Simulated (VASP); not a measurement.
# YAl3F7 (P-6m2) in VASP: single point with PBE

Aim: the single point of YAl3F7 with PBE.

All numbers are computed with VASP 6.6.1; they aren't measurements. Logs are shortened: lines on timing, memory, paths and dates and some standing lists are left out, and cuts for length are marked.

### Step 1. The cell of the first run

It takes space group P-6m2 (No. 187, hexagonal). Conventional cell: a = 4.802 Å, b = 4.802 Å, c = 10.482 Å, α = 90.00°, β = 90.00°, γ = 120.00°. Within 3.7 Å of Y (site symmetry -6m2) lie 3 F at 2.77 Å. Al (site symmetry 3m) has 3 F at 1.81 Å within 2.4 Å. Within 2.4 Å of Al (site symmetry -6m2) lie 6 F at 1.82 Å. Within 3.7 Å of F (site symmetry -6m2) lie 3 Y at 2.77 Å and 2 Al at 2.90 Å. F (site symmetry m) has 2 Al at 1.81 to 1.82 Å and 5 F at 2.36 to 2.44 Å within 2.5 Å.

The cell was built from a structure type or drawn by symmetry, and may not be a known phase.

### Step 2. Single point, PBE, collinear spin

Input file INCAR:

```
SYSTEM = YAl3F7
PREC = Accurate
ENCUT = 520
EDIFF = 1E-7
ISMEAR = 0
SIGMA = 0.1
LREAL = .FALSE.
LASPH = .TRUE.
NELM = 150
ALGO = Normal
ISIF = 2
LWAVE = .FALSE.
LCHARG = .TRUE.
ISPIN = 2
MAGMOM = 0 0 0 0 1 1 1 1 1 1 1
LORBIT = 11
LMAXMIX = 4
GGA = PE
LELF = .TRUE.
LVHAR = .TRUE.
NBANDS = 50
```

Input file KPOINTS:

```
regular mesh
0
G
  6 6 2
  0 0 0
```

Input file POSCAR:

```
YAl3F7
1.0
    4.8024717091      0.0000000000      0.0000000000
   -2.4012358546      4.1590625011      0.0000000000
    0.0000000000      0.0000000000     10.4823829461
Y Al F
1 3 7
Direct
    0.0000000000      0.0000000000      0.5000000000
    0.6666666667      0.3333333333      0.7768343188
    0.6666666667      0.3333333333      0.2231656812
    0.0000000000      0.0000000000      0.0000000000
    0.6666666667      0.3333333333      0.5000000000
    0.3277760557      0.1638880278      0.8849309870
    0.8361119722      0.1638880278      0.8849309870
    0.8361119722      0.6722239443      0.8849309870
    0.3277760557      0.1638880278      0.1150690130
    0.8361119722      0.1638880278      0.1150690130
    0.8361119722      0.6722239443      0.1150690130
```

Potentials or basis: VASP PAW PBE potentials, release 64 (Y_sv, Al, F).

Run with:

```
$ cat potpaw_PBE.64/Y_sv/POTCAR potpaw_PBE.64/Al/POTCAR potpaw_PBE.64/F/POTCAR > POTCAR
$ mpirun -np 1 vasp_std > vasp.out
```

OUTCAR:

```text
SYSTEM = YAl3F7
   PREC = Accurate
   ENCUT = 520
   EDIFF = 1E-7
   ISMEAR = 0
   LREAL = .FALSE.
   LASPH = .TRUE.
   NELM = 150
   ISIF = 2
   ISPIN = 2
   LORBIT = 11
   GGA = PE

 ion  position               nearest neighbor table
   1  0.000  0.000  0.500-   5 2.77   5 2.77   5 2.77
   2  0.667  0.333  0.777-   6 1.81   7 1.81   8 1.81
   3  0.667  0.333  0.223-   9 1.81  10 1.81  11 1.81
   4  0.000  0.000  0.000-   7 1.82  10 1.82   9 1.82   6 1.82   8 1.82  11 1.82
   5  0.667  0.333  0.500-   1 2.77   1 2.77   1 2.77
   6  0.328  0.164  0.885-   2 1.81   4 1.82
   7  0.836  0.164  0.885-   2 1.81   4 1.82
   8  0.836  0.672  0.885-   2 1.81   4 1.82
   9  0.328  0.164  0.115-   3 1.81   4 1.82
  10  0.836  0.164  0.115-   3 1.81   4 1.82
  11  0.836  0.672  0.115-   3 1.81   4 1.82

  LATTYP: Found a hexagonal cell.
 ALAT       =     4.8024717091
 C/A-ratio  =     2.1827058192

  Lattice vectors:

 A1 = (   4.8024717091,   0.0000000000,   0.0000000000)
 A2 = (  -2.4012358546,   4.1590625011,   0.0000000000)
 A3 = (   0.0000000000,   0.0000000000,  10.4823829461)

Analysis of symmetry for initial positions (statically):
=====================================================================
 Subroutine PRICEL returns:
 Original cell was already a primitive cell.

 Routine SETGRP: Setting up the symmetry group for a
 hexagonal supercell.

 Subroutine GETGRP returns: Found 12 space group operations
 (whereof 12 operations were pure point group operations)
 out of a pool of 24 trial point group operations.

The static configuration has the point symmetry D_3h.

Analysis of symmetry for dynamics (positions and initial velocities):
=====================================================================
 Subroutine PRICEL returns:
 Original cell was already a primitive cell.

 Routine SETGRP: Setting up the symmetry group for a
 hexagonal supercell.

 Subroutine GETGRP returns: Found 12 space group operations
 (whereof 12 operations were pure point group operations)
 out of a pool of 24 trial point group operations.

The dynamic configuration has the point symmetry D_3h.

Analysis of structural, dynamic, and magnetic symmetry:
=====================================================================
 Subroutine PRICEL returns:
 Original cell was already a primitive cell.

 Routine SETGRP: Setting up the symmetry group for a
 hexagonal supercell.

 Subroutine GETGRP returns: Found 12 space group operations
 (whereof 12 operations were pure point group operations)
 out of a pool of 24 trial point group operations.

The overall configuration has the point symmetry D_3h.

 Subroutine INISYM returns: Found 12 space group operations
 (whereof 12 operations are pure point group operations),
 and found     1 'primitive' translations

----------------------------------------------------------------------------------------

                                     Primitive cell

  volume of cell :     209.3728

  direct lattice vectors                    reciprocal lattice vectors
     4.802471709  0.000000000  0.000000000     0.208226110  0.120219400  0.000000000
    -2.401235855  4.159062501  0.000000000     0.000000000  0.240438801  0.000000000
     0.000000000  0.000000000 10.482382946     0.000000000  0.000000000  0.095398156

  length of vectors
     4.802471709  4.802471709 10.482382946     0.240438801  0.240438801  0.095398156

  position of ions in fractional coordinates (direct lattice)
[... 72 lines left out ...]
   dimension x,y,z NGXF=    72 NGYF=   72 NGZF=  160
   ions per type =               1   3   7
   NGX,Y,Z   is equivalent  to a cutoff of  12.46, 12.46, 12.69 a.u.
   NGXF,Y,Z  is equivalent  to a cutoff of  24.92, 24.92, 25.38 a.u.
 SYSTEM =  YAl3F7
   PREC   = accura    normal or accurate (medium, high low for compatibility)
   ISTART =      0    job   : 0-new  1-cont  2-samecut
   ICHARG =      2    charge: 1-file 2-atom 10-const
   ISPIN  =      2    spin polarized calculation?
   LNONCOLLINEAR =      F non collinear calculations
   LSORBIT =      F    spin-orbit coupling
   LASPH  =      T    aspherical Exc in radial PAW
   ENCUT  =  520.0 eV  38.22 Ry    6.18 a.u.   8.93  8.93 19.49*2*pi/ulx,y,z
   NELM   =    150;   NELMIN=  2; NELMDL= -5     # of ELM steps
   EDIFF  = 0.1E-06   stopping-criterion for ELM
   LREAL  =      F    real-space projection
   EDIFFG = 0.1E-05   stopping-criterion for IOM
   NSW    =      0    number of steps for IOM
   IBRION =     -1    ionic relax: 0-MD 1-quasi-New 2-CG
   NFREE  =      0    steps in history (QN), initial steepest desc. (CG)
   ISIF   =      2    stress and relaxation
   ISYM   =      2    0-nonsym 1-usesym 2-fastsym
   POTIM  = 0.5000    time-step for ionic-motion
   TEBEG  =    0.0;   TEEND  =   0.0 temperature during run
   PSTRESS=    0.0 pullay stress
   NELECT =      69.0000    total number of electrons
   NUPDOWN=      -1.0000    fix difference up-down
   EMIN   =  10.00;   EMAX   =-10.00  energy-range for DOS
   EFERMI =   0.00;   METHOD = LEGACY
   ISMEAR =     0;   SIGMA  =   0.10  broadening in eV -4-tet -1-fermi 0-gaus
   EFERMI_NEDOS =   21; number of points for ismear=-14 and -15
   IALGO  =     38    algorithm
   IMIX   =      4    mixing-type and parameters
     AMIX     =   0.40;   BMIX     =  1.00
     AMIX_MAG =   1.60;   BMIX_MAG =  1.00
  volume/ion in A,a.u.               =      19.03       128.45
  Fermi-wavevector in a.u.,A,eV,Ry     =   1.130796  2.136895 17.397778  1.278701
  Thomas-Fermi vector in A             =   2.267494
   LORBIT       =     11    0 simple, 1 ext, 2 COOP (PROOUT), +10 PAW based schemes
   GGA     = PE    functional components
   LHFCALC =     F    Hartree Fock is set to
   AEXX    =    0.0000 exact exchange contribution
   IVDW    =     0    specifies the selected vdW correction
   LEPSILON=     F    determine dielectric tensor
   LRPA    =     F    only Hartree local field effects (RPA)
 spin polarized calculation
 Gauss-broadening in eV      SIGMA  =   0.10
  energy-cutoff  :      520.00
  volume of cell :      209.37
 maximum number of plane-waves:      5682
 NGX is ok and might be reduce to    36
   NGX = 17   NGY = 17   NGZ = 39

 number of electron      69.0000015 magnetization       0.0014043

 Free energy of the ion-electron system (eV)
  ---------------------------------------------------
  ext. energy  EPLUGINS =         0.00000000
  ---------------------------------------------------
  free energy    TOTEN  =       -56.75628489 eV

  energy without entropy =      -56.73917467  energy(sigma->0) =      -56.74772978

 E-fermi :   2.5606     XC(G=0):  -8.0507

 val. band max:        2.5300105554   @ k =   0.3333   0.3333   0.5000
 cond. band min:       2.7372602982   @ k =   0.3333   0.1667   0.5000
 fundamental gap:      0.2072497429
 Fermi energy:         2.5605992939

 spin component 1

 k-point     1 :       0.0000    0.0000    0.0000
  band No.  band energies     occupation
      1     -42.7803      1.00000
      2     -24.3756      1.00000
      3     -23.9027      1.00000
      4     -23.1549      1.00000
      5     -23.1549      1.00000
      6     -22.8134      1.00000
[... 675 lines left out ...]
     45       8.0375      0.00000
     46       8.0459      0.00000
 Fermi energy:         2.5605992939

 spin component 2

 k-point     1 :       0.0000    0.0000    0.0000
  band No.  band energies     occupation
      1     -42.7800      1.00000
      2     -24.3756      1.00000
      3     -23.9027      1.00000
      4     -23.1549      1.00000
      5     -23.1549      1.00000
      6     -22.8134      1.00000
[... 675 lines left out ...]
     45       8.0377      0.00000
     46       8.0463      0.00000
 [bands above 46 left out]

------------------------ aborting loop because EDIFF is reached ----------------------------------------

  FORCE on cell =-STRESS in cart. coord.  units (eV):
  Direction    XX          YY          ZZ          XY          YZ          ZX
  --------------------------------------------------------------------------------------
  -------------------------------------------------------------------------------------
  Total       -0.1854807     -0.1854807      0.2641120      0.0000000      0.0000000     -0.0000000
  in kB       -1.4193483     -1.4193483      2.0210567      0.0000000      0.0000000     -0.0000000
  external PRESSURE =      -0.2725466 kB  Pullay stress =       0.0000000 kB

 VOLUME and BASIS-vectors are now :
 -----------------------------------------------------------------------------
  energy-cutoff  :      520.00
  volume of cell :      209.37
      direct lattice vectors                 reciprocal lattice vectors
     4.802471709  0.000000000  0.000000000     0.208226110  0.120219400  0.000000000
    -2.401235855  4.159062501  0.000000000     0.000000000  0.240438801  0.000000000
     0.000000000  0.000000000 10.482382946     0.000000000  0.000000000  0.095398156

 POSITION                                       TOTAL-FORCE (eV/Angst)
 -----------------------------------------------------------------------------------
      0.00000      0.00000      5.24119        -0.000000      0.000000      0.000000
      2.40124      1.38635      8.14307        -0.000000      0.000000     -0.003202
      2.40124      1.38635      2.33931        -0.000000      0.000000      0.003202
      0.00000      0.00000      0.00000        -0.000000      0.000000      0.000000
      2.40124      1.38635      5.24119        -0.000000      0.000000      0.000000
      1.18060      0.68162      9.27619         0.000211      0.000122     -0.008882
      3.62187      0.68162      9.27619        -0.000211      0.000122     -0.008882
      2.40124      2.79582      9.27619         0.000000     -0.000243     -0.008882
      1.18060      0.68162      1.20620         0.000211      0.000122      0.008882
      3.62187      0.68162      1.20620        -0.000211      0.000122      0.008882
      2.40124      2.79582      1.20620         0.000000     -0.000243      0.008882
 -----------------------------------------------------------------------------------
    total drift:                               -0.000009      0.000005      0.000000

  FREE ENERGIE OF THE ION-ELECTRON SYSTEM (eV)
  ---------------------------------------------------
  free  energy   TOTEN  =       -56.7562848851 eV

  energy  without entropy=      -56.7391746697  energy(sigma->0) =      -56.74772978

 total charge

# of ion       s       p       d       f       tot
--------------------------------------------------
    1        2.165   6.023   0.611   0.009   8.809
    2        0.417   0.281   0.000   0.000   0.698
    3        0.417   0.281   0.000   0.000   0.698
    4        0.272   0.355   0.000   0.000   0.627
    5        1.747   4.281   0.000   0.000   6.029
    6        1.738   4.452   0.000   0.000   6.190
    7        1.738   4.452   0.000   0.000   6.190
    8        1.738   4.452   0.000   0.000   6.190
    9        1.738   4.452   0.000   0.000   6.190
   10        1.738   4.452   0.000   0.000   6.190
   11        1.738   4.452   0.000   0.000   6.190
--------------------------------------------------
tot         15.449  37.932   0.611   0.009  54.001

 magnetization (x)

# of ion       s       p       d       f       tot
--------------------------------------------------
    1        0.000   0.000   0.000   0.000   0.001
    2       -0.000   0.000   0.000   0.000  -0.000
    3       -0.000   0.000   0.000   0.000  -0.000
    4       -0.000  -0.000   0.000   0.000  -0.000
    5       -0.000   0.000   0.000   0.000   0.000
    6       -0.000   0.000   0.000   0.000   0.000
    7       -0.000   0.000   0.000   0.000   0.000
    8       -0.000   0.000   0.000   0.000   0.000
    9       -0.000   0.000   0.000   0.000   0.000
   10       -0.000   0.000   0.000   0.000   0.000
   11       -0.000   0.000   0.000   0.000   0.000
--------------------------------------------------
tot          0.000   0.000   0.000   0.000   0.001
```

Wall time 9.8 min (1 thread of AMD EPYC 7R13 (Zen 3), shared host); peak memory 0.5 GiB.

What came out:

```
Free energy                                           : -56.7563 eV
Pressure                                              : 0.0 GPa
Largest force                                         : 0.009 eV/Å
Net moment                                            : 0.00 μB per cell
Valence electrons inside the program's atomic spheres : Y 8.81; Al 0.70, 0.63 (each value once); F 6.03, 6.19 (each value once)
```

Forces in eV/Å, atoms in the order of the input:
```
Y    0.000  0.000  0.000
Al   0.000  0.000 -0.003
Al   0.000  0.000  0.003
Al   0.000  0.000  0.000
F    0.000  0.000  0.000
F    0.000  0.000 -0.009
F    0.000  0.000 -0.009
F    0.000  0.000 -0.009
F    0.000  0.000  0.009
F    0.000  0.000  0.009
F    0.000  0.000  0.009
```

Stress tensor (GPa, compression positive):
```
-0.14  0.00  0.00
 0.00 -0.14  0.00
 0.00  0.00  0.20
```

Levels at points of the mesh, in eV from the Fermi level:
Spin up:
| k point | band 32 | band 33 | band 34 | band 35 | band 36 | band 37 |
| --- | --- | --- | --- | --- | --- | --- |
| (0.00, 0.00, 0.00) | -5.05 | -2.96 | -1.18 | 0.24 | 0.87 | 0.87 |
| (0.50, 0.00, 0.00) | -5.08 | -1.45 | -0.65 | -0.33 | 0.50 | 0.58 |
| (0.00, 0.00, 0.50) | -5.05 | -2.67 | -1.61 | 0.35 | 0.86 | 0.86 |
| (0.50, 0.00, 0.50) | -5.08 | -1.23 | -0.82 | -0.27 | 0.48 | 0.52 |
Spin down:
| k point | band 32 | band 33 | band 34 | band 35 | band 36 | band 37 |
| --- | --- | --- | --- | --- | --- | --- |
| (0.00, 0.00, 0.00) | -5.05 | -2.96 | -1.18 | 0.24 | 0.87 | 0.87 |
| (0.50, 0.00, 0.00) | -5.08 | -1.45 | -0.65 | -0.33 | 0.51 | 0.58 |
| (0.00, 0.00, 0.50) | -5.05 | -2.67 | -1.61 | 0.35 | 0.86 | 0.86 |
| (0.50, 0.00, 0.50) | -5.08 | -1.23 | -0.82 | -0.27 | 0.48 | 0.52 |
